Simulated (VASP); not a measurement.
# CdS (Hawleyite) (F-43m) in VASP: a series of runs

The runs below take CdS (Hawleyite) through single point, with PBE, BLYP.

Everything below comes from runs of VASP 6.6.1. Logs are shortened: lines on timing, memory, paths and dates and some standing lists are left out, and cuts for length are marked.

### 1 The cell of the first run

It takes space group F-43m (No. 216, cubic). Conventional cell: a = 5.833 Å, b = 5.833 Å, c = 5.833 Å, α = 90.00°, β = 90.00°, γ = 90.00°. Cd (site symmetry -43m) has 4 S at 2.53 Å within 3.3 Å. S (site symmetry -43m) has 4 Cd at 2.53 Å within 3.3 Å.

### 2 Single point, PBE

Contents of INCAR:

```
SYSTEM = CdS
PREC = Accurate
ENCUT = 520
EDIFF = 1E-7
ISMEAR = -1
SIGMA = 0.03
LREAL = .FALSE.
LASPH = .TRUE.
NELM = 60
ALGO = Normal
ISIF = 2
LWAVE = .FALSE.
LCHARG = .FALSE.
GGA = PE
NBANDS = 16
```

Contents of KPOINTS:

```
regular mesh
0
G
  3 3 3
  0 0 0
```

Contents of POSCAR:

```
CdS
1.0
    0.0000000000      2.9165000000      2.9165000000
    2.9165000000      0.0000000000      2.9165000000
    2.9165000000      2.9165000000      0.0000000000
Cd S
1 1
Direct
    0.0000000000      0.0000000000      0.0000000000
    0.7500000000      0.7500000000      0.7500000000
```

Potentials or basis: VASP PAW PBE potentials, release 64 (Cd, S).

The run is started by

```
$ cat potpaw_PBE.64/Cd/POTCAR potpaw_PBE.64/S/POTCAR > POTCAR
$ mpirun -np 1 vasp_std > vasp.out
```

OUTCAR:

```text
SYSTEM = CdS
   PREC = Accurate
   ENCUT = 520
   EDIFF = 1E-7
   ISMEAR = -1
   LREAL = .FALSE.
   LASPH = .TRUE.
   NELM = 60
   ISIF = 2
   GGA = PE

 ion  position               nearest neighbor table
   1  0.000  0.000  0.000-   2 2.53   2 2.53   2 2.53   2 2.53
   2  0.750  0.750  0.750-   1 2.53   1 2.53   1 2.53   1 2.53

  LATTYP: Found a face centered cubic cell.
 ALAT       =     5.8330000000

  Lattice vectors:

 A1 = (   0.0000000000,   2.9165000000,   2.9165000000)
 A2 = (   2.9165000000,   0.0000000000,   2.9165000000)
 A3 = (   2.9165000000,   2.9165000000,   0.0000000000)

Analysis of symmetry for initial positions (statically):
=====================================================================
 Subroutine PRICEL returns:
 Original cell was already a primitive cell.

 Routine SETGRP: Setting up the symmetry group for a
 face centered cubic supercell.

 Subroutine GETGRP returns: Found 24 space group operations
 (whereof 24 operations were pure point group operations)
 out of a pool of 48 trial point group operations.

The static configuration has the point symmetry T_d .

Analysis of symmetry for dynamics (positions and initial velocities):
=====================================================================
 Subroutine PRICEL returns:
 Original cell was already a primitive cell.

 Routine SETGRP: Setting up the symmetry group for a
 face centered cubic supercell.

 Subroutine GETGRP returns: Found 24 space group operations
 (whereof 24 operations were pure point group operations)
 out of a pool of 48 trial point group operations.

The dynamic configuration has the point symmetry T_d .

 Subroutine INISYM returns: Found 24 space group operations
 (whereof 24 operations are pure point group operations),
 and found     1 'primitive' translations

----------------------------------------------------------------------------------------

                                     Primitive cell

  volume of cell :      49.6153

  direct lattice vectors                    reciprocal lattice vectors
     0.000000000  2.916500000  2.916500000    -0.171438368  0.171438368  0.171438368
     2.916500000  0.000000000  2.916500000     0.171438368 -0.171438368  0.171438368
     2.916500000  2.916500000  0.000000000     0.171438368  0.171438368 -0.171438368
[... 58 lines left out ...]
   LNONCOLLINEAR =      F non collinear calculations
   LSORBIT =      F    spin-orbit coupling
   LASPH  =      T    aspherical Exc in radial PAW
   ENCUT  =  520.0 eV  38.22 Ry    6.18 a.u.   7.67  7.67  7.67*2*pi/ulx,y,z
   NELM   =     60;   NELMIN=  2; NELMDL= -5     # of ELM steps
   EDIFF  = 0.1E-06   stopping-criterion for ELM
   LREAL  =      F    real-space projection
   EDIFFG = 0.1E-05   stopping-criterion for IOM
   NSW    =      0    number of steps for IOM
   IBRION =     -1    ionic relax: 0-MD 1-quasi-New 2-CG
   NFREE  =      0    steps in history (QN), initial steepest desc. (CG)
   ISIF   =      2    stress and relaxation
   ISYM   =      2    0-nonsym 1-usesym 2-fastsym
   POTIM  = 0.5000    time-step for ionic-motion
   TEBEG  =    0.0;   TEEND  =   0.0 temperature during run
   PSTRESS=    0.0 pullay stress
   NELECT =      18.0000    total number of electrons
   NUPDOWN=      -1.0000    fix difference up-down
   EMIN   =  10.00;   EMAX   =-10.00  energy-range for DOS
   EFERMI =   0.00;   METHOD = LEGACY
   ISMEAR =    -1;   SIGMA  =   0.03  broadening in eV -4-tet -1-fermi 0-gaus
   EFERMI_NEDOS =   21; number of points for ismear=-14 and -15
   IALGO  =     38    algorithm
   IMIX   =      4    mixing-type and parameters
     AMIX     =   0.40;   BMIX     =  1.00
     AMIX_MAG =   1.60;   BMIX_MAG =  1.00
  volume/ion in A,a.u.               =      24.81       167.41
  Fermi-wavevector in a.u.,A,eV,Ry     =   1.167599  2.206442 18.548649  1.363287
  Thomas-Fermi vector in A             =   2.304097
   LORBIT       =      0    0 simple, 1 ext, 2 COOP (PROOUT), +10 PAW based schemes
   GGA     = PE    functional components
   LHFCALC =     F    Hartree Fock is set to
   AEXX    =    0.0000 exact exchange contribution
   IVDW    =     0    specifies the selected vdW correction
   LEPSILON=     F    determine dielectric tensor
   LRPA    =     F    only Hartree local field effects (RPA)
 non-spin polarized calculation
  energy-cutoff  :      520.00
  volume of cell :       49.62
 maximum number of plane-waves:      1363
 NGX is ok and might be reduce to    30
   NGX = 15   NGY = 15   NGZ = 15

 number of electron      18.0000004 magnetization

 Free energy of the ion-electron system (eV)
  ---------------------------------------------------
  ext. energy  EPLUGINS =         0.00000000
  ---------------------------------------------------
  free energy    TOTEN  =        -5.96217593 eV

  energy without entropy =       -5.96217593  energy(sigma->0) =       -5.96217593

 E-fermi :   1.9683     XC(G=0):  -9.1161

 val. band max:        1.3960208818   @ k =   0.0000   0.0000   0.0000
 cond. band min:       2.5063079868   @ k =   0.0000   0.0000   0.0000
 fundamental gap:      1.1102871051
 Fermi energy:         1.9682505666

 k-point     1 :       0.0000    0.0000    0.0000
  band No.  band energies     occupation
      1     -10.9652      2.00000
      2      -6.4091      2.00000
      3      -6.4091      2.00000
      4      -6.4091      2.00000
      5      -5.9386      2.00000
      6      -5.9386      2.00000
[... 53 lines left out ...]
      3      -6.1576      2.00000
      4      -5.9879      2.00000
      5      -5.9159      2.00000
      6      -5.3734      2.00000
[... 8 lines left out ...]
     15      12.7395      0.00000
     16      16.0601      0.00000

------------------------ aborting loop because EDIFF is reached ----------------------------------------

  FORCE on cell =-STRESS in cart. coord.  units (eV):
  Direction    XX          YY          ZZ          XY          YZ          ZX
  --------------------------------------------------------------------------------------
  -------------------------------------------------------------------------------------
  Total        1.2173655      1.2173655      1.2173655     -0.0000000     -0.0000000     -0.0000000
  in kB       39.3111387     39.3111387     39.3111387     -0.0000000     -0.0000000     -0.0000000
  external PRESSURE =      39.3111387 kB  Pullay stress =       0.0000000 kB

 VOLUME and BASIS-vectors are now :
 -----------------------------------------------------------------------------
  energy-cutoff  :      520.00
  volume of cell :       49.62
      direct lattice vectors                 reciprocal lattice vectors
     0.000000000  2.916500000  2.916500000    -0.171438368  0.171438368  0.171438368
     2.916500000  0.000000000  2.916500000     0.171438368 -0.171438368  0.171438368
     2.916500000  2.916500000  0.000000000     0.171438368  0.171438368 -0.171438368

 POSITION                                       TOTAL-FORCE (eV/Angst)
 -----------------------------------------------------------------------------------
      0.00000      0.00000      0.00000         0.000000      0.000000      0.000000
      4.37475      4.37475      4.37475        -0.000000     -0.000000     -0.000000
 -----------------------------------------------------------------------------------
    total drift:                                0.000000      0.000000      0.000000

  FREE ENERGIE OF THE ION-ELECTRON SYSTEM (eV)
  ---------------------------------------------------
  free  energy   TOTEN  =        -5.9621759317 eV

  energy  without entropy=       -5.9621759303  energy(sigma->0) =       -5.96217593
```

OSZICAR:

```text
N       E                     dE             d eps       ncg     rms          rms(c)
DAV:   1     0.112607012279E+03    0.11261E+03   -0.91446E+03   128   0.103E+03
DAV:   2    -0.215823998010E+01   -0.11477E+03   -0.10801E+03   152   0.258E+02
DAV:   3    -0.653938184387E+01   -0.43811E+01   -0.43740E+01   160   0.524E+01
DAV:   4    -0.656419891497E+01   -0.24817E-01   -0.24816E-01   160   0.388E+00
DAV:   5    -0.656451174960E+01   -0.31283E-03   -0.31282E-03   160   0.410E-01    0.811E+00
DAV:   6    -0.598439520578E+01    0.58012E+00   -0.88644E-01   200   0.118E+01    0.658E+00
DAV:   7    -0.596054049023E+01    0.23855E-01   -0.25784E-01   144   0.331E+00    0.322E+00
DAV:   8    -0.596198248200E+01   -0.14420E-02   -0.23995E-02   160   0.199E+00    0.371E-01
DAV:   9    -0.596190860044E+01    0.73882E-04   -0.30548E-03   160   0.817E-01    0.731E-02
DAV:  10    -0.596207639226E+01   -0.16779E-03   -0.35216E-04   160   0.196E-01    0.721E-02
DAV:  11    -0.596218542427E+01   -0.10903E-03   -0.15891E-04   160   0.107E-01    0.203E-02
DAV:  12    -0.596217455391E+01    0.10870E-04   -0.39433E-05   160   0.818E-02    0.114E-02
DAV:  13    -0.596217623964E+01   -0.16857E-05   -0.60734E-06   160   0.156E-02    0.144E-02
DAV:  14    -0.596217595216E+01    0.28748E-06   -0.34262E-07   168   0.331E-03    0.525E-03
DAV:  15    -0.596217593170E+01    0.20456E-07   -0.17579E-08   120   0.890E-04
   1 F= -.59621759E+01 E0= -.59621759E+01  d E =-.137983E-08
```

Run time: 5.9 s. Hardware: 1 thread of Intel Xeon Platinum 8259CL at 2.50GHz (Skylake/Cascade Lake), shared host; peak memory 0.17 GiB.

What came out:

* Free energy: -5.9622 eV
* Pressure: 3.9 GPa
* Band gap on the k mesh: 1.11 eV, direct

Caveat: the k points lie up to 0.62 Å⁻¹ apart. Expect the measured gap to be larger: semilocal functionals such as PBE lack the derivative discontinuity.

### 3 Single point, PBE

Contents of INCAR:

```
PREC = Accurate
ENCUT = 520
EDIFF = 1E-7
ISMEAR = 0
SIGMA = 0.02
LREAL = F
LASPH = T
NELM = 100
ALGO = Normal
ISIF = 2
LWAVE = F
LCHARG = F
GGA = PE
NBANDS = 16
```

Contents of KPOINTS:

```
regular mesh
0
Gamma
  8 8 8
```

POSCAR is that of step 2.

Potentials or basis: VASP PAW PBE potentials, release 64 (Cd, S).

The run is started by

```
$ cat potpaw_PBE.64/Cd/POTCAR potpaw_PBE.64/S/POTCAR > POTCAR
$ mpirun -np 1 vasp_std > vasp.out
```

It took 18 s on 1 thread of Intel Xeon Platinum 8259CL at 2.50GHz (Skylake/Cascade Lake), shared host; peak memory 0.18 GiB.

It converged, with:

```yaml
Free_energy: -6.1213 eV
Pressure: 3.2 GPa
Band_gap_on_the_k_mesh: 1.15 eV, direct
```

Levels at points of the mesh, in eV from the valence-band top:
| k point | band 5 | band 6 | band 7 | band 8 | band 9 | band 10 | band 11 | band 12 | band 13 | band 14 |
| --- | --- | --- | --- | --- | --- | --- | --- | --- | --- | --- |
| (0.00, 0.00, 0.00) | -7.25 | -7.25 | 0.00 | 0.00 | 0.00 | 1.15 | 6.55 | 6.55 | 6.55 | 11.44 |
| (0.50, 0.00, 0.00) | -7.21 | -6.87 | -4.40 | -0.75 | -0.75 | 3.02 | 7.01 | 7.01 | 7.48 | 11.09 |
| (0.50, 0.50, 0.00) | -7.16 | -6.80 | -3.95 | -1.88 | -1.88 | 3.55 | 4.35 | 9.23 | 10.78 | 10.78 |

### 4 Single point, PBE

Contents of INCAR:

```
ALGO     = Normal         # electronic algorithm
EDIFF    = 1E-6           # SCF threshold, eV
ENCUT    = 520            # plane-wave cutoff, eV
GGA      = PE             # functional
ISIF     = 2              # what is computed and relaxed
ISMEAR   = 0              # smearing method
LASPH    = T              # aspherical terms in the spheres
LCHARG   = F              # write CHGCAR
LREAL    = F              # projectors in reciprocal space
LWAVE    = F              # write WAVECAR
NBANDS   = 16             # bands
NELM     = 60             # most SCF steps
PREC     = Accurate       # precision mode
SIGMA    = 0.026000000000000002 # smearing width, eV
```

Contents of KPOINTS:

```
k-points
0
Gamma
  8 8 8
```

POSCAR is that of step 3.

Potentials or basis: VASP PAW PBE potentials, release 64 (Cd, S).

The run is started by

```
$ cat potpaw_PBE.64/Cd/POTCAR potpaw_PBE.64/S/POTCAR > POTCAR
$ mpirun -np 1 vasp_std > vasp.out
```

OUTCAR:

```text
EDIFF = 1E-6
   ENCUT = 520
   GGA = PE
   ISIF = 2
   ISMEAR = 0
   LASPH = T
   LREAL = F
   NELM = 60
   PREC = Accurate

 ion  position               nearest neighbor table
   1  0.000  0.000  0.000-   2 2.53   2 2.53   2 2.53   2 2.53
   2  0.750  0.750  0.750-   1 2.53   1 2.53   1 2.53   1 2.53

  LATTYP: Found a face centered cubic cell.
 ALAT       =     5.8330000000

  Lattice vectors:

 A1 = (   0.0000000000,   2.9165000000,   2.9165000000)
 A2 = (   2.9165000000,   0.0000000000,   2.9165000000)
 A3 = (   2.9165000000,   2.9165000000,   0.0000000000)

Analysis of symmetry for initial positions (statically):
=====================================================================
 Subroutine PRICEL returns:
 Original cell was already a primitive cell.

 Routine SETGRP: Setting up the symmetry group for a
 face centered cubic supercell.

 Subroutine GETGRP returns: Found 24 space group operations
 (whereof 24 operations were pure point group operations)
 out of a pool of 48 trial point group operations.

[... 155 lines left out ...]
  ---------------------------------------------------
  ext. energy  EPLUGINS =         0.00000000
  ---------------------------------------------------
  free energy    TOTEN  =        -6.12127790 eV

  energy without entropy =       -6.12127790  energy(sigma->0) =       -6.12127790

 E-fermi :   1.5053     XC(G=0):  -9.1497

 val. band max:        1.3143359555   @ k =   0.0000   0.0000   0.0000
 cond. band min:       2.4640910154   @ k =   0.0000   0.0000   0.0000
 fundamental gap:      1.1497550599
 Fermi energy:         1.5052677536

 k-point     1 :       0.0000    0.0000    0.0000
  band No.  band energies     occupation
      1     -11.0554      2.00000
      2      -6.4138      2.00000
      3      -6.4138      2.00000
      4      -6.4138      2.00000
      5      -5.9339      2.00000
      6      -5.9339      2.00000
[... 433 lines left out ...]
      3      -6.2116      2.00000
      4      -5.9596      2.00000
      5      -5.9071      2.00000
      6      -5.4397      2.00000
[... 8 lines left out ...]
     15      13.6170      0.00000
     16      14.4856      0.00000

 [... further k-points ...]
[... 5 lines left out ...]
  --------------------------------------------------------------------------------------
  -------------------------------------------------------------------------------------
  Total        0.9934896      0.9934896      0.9934896      0.0000000      0.0000000     -0.0000000
  in kB       32.0817435     32.0817435     32.0817435      0.0000000      0.0000000     -0.0000000
  external PRESSURE =      32.0817435 kB  Pullay stress =       0.0000000 kB

 VOLUME and BASIS-vectors are now :
 -----------------------------------------------------------------------------
  energy-cutoff  :      520.00
  volume of cell :       49.62
      direct lattice vectors                 reciprocal lattice vectors
     0.000000000  2.916500000  2.916500000    -0.171438368  0.171438368  0.171438368
     2.916500000  0.000000000  2.916500000     0.171438368 -0.171438368  0.171438368
     2.916500000  2.916500000  0.000000000     0.171438368  0.171438368 -0.171438368

 POSITION                                       TOTAL-FORCE (eV/Angst)
 -----------------------------------------------------------------------------------
      0.00000      0.00000      0.00000        -0.000000     -0.000000     -0.000000
      4.37475      4.37475      4.37475         0.000000      0.000000      0.000000
 -----------------------------------------------------------------------------------
    total drift:                                0.000000      0.000000      0.000000

  FREE ENERGIE OF THE ION-ELECTRON SYSTEM (eV)
  ---------------------------------------------------
  free  energy   TOTEN  =        -6.1212779008 eV

  energy  without entropy=       -6.1212779008  energy(sigma->0) =       -6.12127790
```

stdout:

```text
POSCAR found type information on POSCAR CdS
 POSCAR found :  2 types and       2 ions
 scaLAPACK will be used
 LDA part: xc-table for (Slater+PW92), standard interpolation
 POSCAR, INCAR and KPOINTS ok, starting setup
 FFT: planning ... GRIDC
 FFT: planning ... GRID_SOFT
 FFT: planning ... GRID
 WAVECAR not read
 entering main loop
```

It took 18 s on 1 thread of Intel Xeon Platinum 8259CL at 2.50GHz (Skylake/Cascade Lake), shared host; peak memory 0.18 GiB.

What came out:

```yaml
Free_energy: -6.1213 eV
Pressure: 3.2 GPa
Band_gap_on_the_k_mesh: 1.15 eV, direct
```

Levels at points of the mesh, in eV from the valence-band top:
```tsv
k point	band 7	band 8	band 9	band 10	band 11	band 12
(0.00, 0.00, 0.00)	0.00	0.00	0.00	1.15	6.55	6.55
(0.50, 0.00, 0.00)	-4.40	-0.75	-0.75	3.02	7.01	7.01
(0.50, 0.50, 0.00)	-3.95	-1.88	-1.88	3.55	4.35	9.23
```

### 5 Single point, PBE

Contents of INCAR:

```
PREC     = Accurate       # precision mode
ENCUT    = 520            # plane-wave cutoff, eV
EDIFF    = 1E-6           # SCF threshold, eV
ISMEAR   = 0              # smearing method
SIGMA    = 0.028999999999999998 # smearing width, eV
LREAL    = False          # projectors in reciprocal space
LASPH    = True           # aspherical terms in the spheres
NELM     = 100            # most SCF steps
ALGO     = Normal         # electronic algorithm
ISIF     = 2              # what is computed and relaxed
LWAVE    = False          # write WAVECAR
LCHARG   = False          # write CHGCAR
GGA      = PE             # functional
NBANDS   = 16             # bands
```

Contents of KPOINTS:

```
regular mesh
0
Gamma
  8 8 8
```

POSCAR is that of step 4.

The run is started by

```
$ cat potpaw_PBE.64/Cd/POTCAR potpaw_PBE.64/S/POTCAR > POTCAR
$ mpirun -np 1 vasp_std > vasp.out
```

Run time: 19 s. Hardware: 1 thread of Intel Xeon Platinum 8259CL at 2.50GHz (Skylake/Cascade Lake), shared host; peak memory 0.18 GiB.

Results (log left out):

- Free energy: -6.1213 eV
- Pressure: 3.2 GPa
- Band gap on the k mesh: 1.15 eV, direct

Levels at points of the mesh, in eV from the valence-band top:
| k point | band 7 | band 8 | band 9 | band 10 | band 11 | band 12 |
| --- | --- | --- | --- | --- | --- | --- |
| (0.00, 0.00, 0.00) | 0.00 | 0.00 | 0.00 | 1.15 | 6.55 | 6.55 |
| (0.50, 0.00, 0.00) | -4.40 | -0.75 | -0.75 | 3.02 | 7.01 | 7.01 |
| (0.50, 0.50, 0.00) | -3.95 | -1.88 | -1.88 | 3.55 | 4.35 | 9.23 |

As with any semilocal functional, this PBE gap is likely too small.

### 6 Single point, BLYP

This run uses another cell than the first one, of 27.52 Å³/atom, 1.109 times its volume.

Contents of INCAR:

```
  PREC = Accurate
  ENCUT = 520
  EDIFF = 1E-6
  ISMEAR = -1
  SIGMA = 0.05
  LREAL = F
  LASPH = T
  NELM = 60
  ALGO = Normal
  ISIF = 2
  LWAVE = F
  LCHARG = F
  GGA = B5
  ALDAX = 1.0
  AGGAX = 1.0
  AGGAC = 1.0
  ALDAC = 0.0
  NBANDS = 16
```

KPOINTS is that of step 5.

Contents of POSCAR:

```
CdS
1.0
    0.0000000000      3.0190169586      3.0190169586
    3.0190169586      0.0000000000      3.0190169586
    3.0190169586      3.0190169586      0.0000000000
Cd S
1 1
Direct
    0.0000000000      0.0000000000      0.0000000000
    0.7500000000      0.7500000000      0.7500000000
```

Potentials or basis: VASP PAW PBE potentials, release 64 (Cd, S).

The run is started by

```
$ cat potpaw_PBE.64/Cd/POTCAR potpaw_PBE.64/S/POTCAR > POTCAR
$ mpirun -np 1 vasp_std > vasp.out
```

Run time: 36 s. Hardware: 1 thread of Intel Xeon Platinum 8259CL at 2.50GHz (Skylake/Cascade Lake), shared host; peak memory 0.18 GiB.

Results (log left out):

| Property | Result |
| --- | --- |
| Free energy | -5.2174 eV |
| Pressure | 0.2 GPa |
| Band gap on the k mesh | 0.86 eV, direct |

Levels at points of the mesh, in eV from the valence-band top:
```tsv
k point	band 7	band 8	band 9	band 10	band 11	band 12
(0.00, 0.00, 0.00)	0.00	0.00	0.00	0.86	6.53	6.53
(0.50, 0.00, 0.00)	-3.80	-0.61	-0.61	2.79	6.99	6.99
(0.50, 0.50, 0.00)	-3.52	-1.53	-1.53	3.78	4.14	8.87
```

Caveat: the PAW data sets were made with another functional, which shifts forces and pressure a little. BLYP gaps usually lie below the measured ones, often by a third to a half.

### 7 Summary

```csv
level,cell,k mesh,smearing,gap on the mesh (eV),pressure (GPa)
PBE,"a = 4.125 Å, angles 60.0°, 2 atoms",3 × 3 × 3,fermi-dirac 0.03 eV,1.11,3.9
PBE,"a = 4.125 Å, angles 60.0°, 2 atoms",8 × 8 × 8,gaussian 0.02 eV,1.15,3.2
PBE,"a = 4.125 Å, angles 60.0°, 2 atoms",8 × 8 × 8,gaussian 0.026 eV,1.15,3.2
PBE,"a = 4.125 Å, angles 60.0°, 2 atoms",8 × 8 × 8,gaussian 0.029 eV,1.15,3.2
BLYP,"a = 4.270 Å, angles 60.0°, 2 atoms",8 × 8 × 8,fermi-dirac 0.05 eV,0.86,0.2
```

Alike in all rows: task single point; potentials or basis VASP PAW PBE potentials, release 64 (Cd, S); no spin polarisation; cutoff (eV) 520.

Caveats: some runs use coarse meshes; the PAW data sets were made with another functional, which shifts forces and pressure a little (some runs).

Total energies depend on the potentials used, so only differences within one code and one set of settings carry meaning.
